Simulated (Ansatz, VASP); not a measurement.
BeS in VASP and in Ansatz

```
Be S
1.0
     0.00000    2.41885    2.41885
     2.41885    0.00000    2.41885
     2.41885    2.41885    0.00000
Be S
1 1
Direct
  0.00000 0.00000 0.00000
  0.25000 0.25000 0.25000
```

Alike in both runs: functional PBEsol; k mesh 8 × 8 × 8; occupations gaussian, width 0.02 eV; no spin polarisation.

Ansatz relaxed the structure, and its values are those at the end. VASP's run is a single point on that final structure, the one shown.

```csv
,VASP,Ansatz
version,VASP 6.6.1,Ansatz 0.2.0
potentials or method,"VASP PAW PBE potentials, release 64 (Be, S), cutoff 600 eV","scalar-relativistic, plane waves, PAW"
valence electrons in the cell,8,8
```

|  | VASP | Ansatz | Ansatz less VASP |
| --- | --- | --- | --- |
| gap on the k mesh at the Fermi level (eV) | 2.91 | 2.91 | -0.002 |
| least direct gap on the mesh (eV) | 5.61 | 5.58 | -0.025 |
| pressure (GPa) | 0.2 | 0.0 | -0.21 |

VASP's potentials were made for PBE, not for PBEsol, and Ansatz warns of the same on its side.
